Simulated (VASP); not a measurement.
A run of VASP 6.6.1:

The input POSCAR:

```
Sb
1.0
    0.0000000000      2.3712425216      2.3712425216
    2.3712425216      0.0000000000      2.3712425216
    2.3712425216      2.3712425216      0.0000000000
Sb
1
Direct
    0.0000000000      0.0000000000      0.0000000000
```

Contents of INCAR.step1:

```
PREC     = Accurate       # precision mode
ENCUT    = 600            # plane-wave cutoff, eV
EDIFF    = 1E-5           # SCF threshold, eV
ISMEAR   = -1             # smearing method
SIGMA    = 0.05           # smearing width, eV
LREAL    = False          # projectors in reciprocal space
LASPH    = True           # aspherical terms in the spheres
NELM     = 80             # most SCF steps
ALGO     = Normal         # electronic algorithm
LWAVE    = True           # write WAVECAR
LCHARG   = False          # write CHGCAR
GGA      = PE             # functional
NBANDS   = 8              # bands
```

File INCAR.step2:

```
PREC     = Accurate       # precision mode
ENCUT    = 600            # plane-wave cutoff, eV
EDIFF    = 1E-6           # SCF threshold, eV
ISMEAR   = -1             # smearing method
SIGMA    = 0.05           # smearing width, eV
LREAL    = False          # projectors in reciprocal space
LASPH    = True           # aspherical terms in the spheres
NELM     = 80             # most SCF steps
ALGO     = Normal         # electronic algorithm
ISIF     = 3              # what is computed and relaxed
LWAVE    = False          # write WAVECAR
LCHARG   = False          # write CHGCAR
GGA      = B3             # functional
LHFCALC  = True           # exact exchange
AEXX     = 0.2            # exact-exchange fraction
AGGAX    = 0.72         
AGGAC    = 0.81         
ALDAC    = 0.19         
PRECFOCK = Normal       
IBRION   = 2              # ionic algorithm
NSW      = 60             # ionic steps
EDIFFG   = -0.01          # ionic threshold
ISTART   = 1
```

File KPOINTS:

```
Automatic mesh
0
Gamma
  5 5 5
```

Potentials or basis: VASP PAW PBE potentials, release 64 (Sb).

Command:

```sh
$ cat potpaw_PBE.64/Sb/POTCAR > POTCAR
$ cp INCAR.step1 INCAR
$ mpirun -np 1 vasp_std > vasp.out
$ cp INCAR.step2 INCAR
$ mpirun -np 1 vasp_std > vasp.out
```

Hardware: 1 thread of Intel(R) Xeon(R) Platinum 8488C (Sapphire Rapids), with other jobs on the host.

Problem. Estimate the wall time of this run.

Solution. Run time: 6.1 min on 1 thread of Intel(R) Xeon(R) Platinum 8488C (Sapphire Rapids), with other jobs on the host, peak memory 0.18 GiB. Counts: k points 10, ion steps 3.
